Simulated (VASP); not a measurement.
A run of VASP 6.6.1 is set up as follows.

File INCAR:

```
SYSTEM = MgO
PREC = Accurate ; ENCUT = 520
EDIFF = 1E-6 ; ISMEAR = 0
SIGMA = 0.01 ; LREAL = .FALSE.
LASPH = .TRUE. ; NELM = 80
ALGO = Normal ; ISIF = 2
LWAVE = .FALSE. ; LCHARG = .FALSE.
GGA = PE ; NBANDS = 16
```

Contents of KPOINTS:

```
regular mesh
0
G
  6 6 2
  0 0 0
```

The input POSCAR:

```
MgO
1.0
    2.9230552968      0.0000000000      0.0000000000
   -1.4615276484      2.5314401436      0.0000000000
    0.0000000000      0.0000000000      5.0921016498
Mg O
2 2
Direct
    0.0000000000      0.0000000000      0.0000000000
    0.0000000000      0.0000000000      0.5000000000
    0.3333333333      0.6666666667      0.2500000000
    0.6666666667      0.3333333333      0.7500000000
```

Potentials or basis: VASP PAW PBE potentials, release 64 (Mg, O).

Launch:

```sh
$ cat potpaw_PBE.64/Mg/POTCAR potpaw_PBE.64/O/POTCAR > POTCAR
$ mpirun -np 1 vasp_std > vasp.out
```

What does it give for the pressure?

5.0 GPa.

What does it give for the band gap on the k mesh?

4.45 eV, direct.

Stress tensor (GPa, compression positive):
```
4.70 0.00 0.00
0.00 4.70 0.00
0.00 0.00 5.54
```

Caveat: the k points lie up to 0.62 Å⁻¹ apart.
